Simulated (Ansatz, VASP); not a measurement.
InSb in VASP and in Ansatz

```
In Sb
1.0
    -3.10867    3.10867    1.46835
     3.10867   -3.10867    1.46835
     3.10867    3.10867   -1.46835
In Sb
1 1
Direct
  0.25000 0.75000 0.50000
  0.00000 0.00000 0.00000
```

Alike in both runs: task single point; functional LDA; k mesh 22 × 22 × 22; occupations gaussian, width 0.15 eV; no spin polarisation.

```csv
,VASP,Ansatz
version,VASP 6.6.1,Ansatz 0.2.0
potentials or method,"VASP PAW LDA potentials, release 64 (In_d, Sb), cutoff 500 eV","scalar-relativistic, plane waves, PAW"
valence electrons in the cell,18,28
```

|  | VASP | Ansatz | Ansatz less VASP |
| --- | --- | --- | --- |
| gap on the k mesh at the Fermi level (eV) | none | none | - |
| pressure (GPa) | -2.7 | -2.8 | -0.05 |
| traceless stress, the component that is largest in VASP (GPa) | 5.73 | 5.62 | -0.118 |

LDA's correlation is that of Perdew and Zunger in VASP and of Perdew and Wang (1992) in Ansatz. A gap of «none» marks a metal or a gap that the smearing closes. VASP's potentials hold 18 valence electrons a cell and Ansatz's 28, so a difference there can come from the potentials and not from the codes.

Spin-orbit coupling is off throughout.
